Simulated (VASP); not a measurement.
**GaSb: single point with PBE**

GaSb:

```
Ga Sb
1.0
     0.00000    3.05900    3.05900
     3.05900    0.00000    3.05900
     3.05900    3.05900    0.00000
Ga Sb
1 1
Direct
  0.00000 0.00000 0.00000
  0.75000 0.75000 0.75000
```

| Item | Value |
| --- | --- |
| Program | VASP 6.6.1 |
| Task | single point |
| Functional | PBE |
| Potentials or basis | VASP PAW PBE potentials, release 64 (Ga_d, Sb) |
| Cutoff | 520 eV |
| k mesh | 14 × 14 × 14 |
| Occupations | gaussian, width 0.15 eV |
| Spin | no spin polarisation |
| Dipole correction | no |
| Further INCAR settings | ALGO = Normal; EDIFF = 1e-06; NBANDS = 16 |

```
Pressure : 2.4 GPa
```

Levels at points of the mesh, in eV from the Fermi level:
| k point | band 5 | band 6 | band 7 | band 8 | band 9 | band 10 | band 11 | band 12 | band 13 | band 14 |
| --- | --- | --- | --- | --- | --- | --- | --- | --- | --- | --- |
| (0.00, 0.00, 0.00) | -15.11 | -11.61 | -0.13 | -0.13 | -0.13 | -0.09 | 2.65 | 2.65 | 2.65 | 5.68 |
| (0.50, 0.00, 0.00) | -15.11 | -9.98 | -6.49 | -1.28 | -1.28 | 0.27 | 3.62 | 3.62 | 6.34 | 9.23 |
| (0.50, 0.50, 0.00) | -15.11 | -9.15 | -6.94 | -2.70 | -2.70 | 0.78 | 1.12 | 8.55 | 8.55 | 9.93 |

Wall time 24 s on 1 thread of Intel(R) Xeon(R) 6975P-C (Granite Rapids) (shared host), peak memory 0.24 GiB.

Caveat: spin-orbit coupling is left out, which moves the levels of the heavy elements.
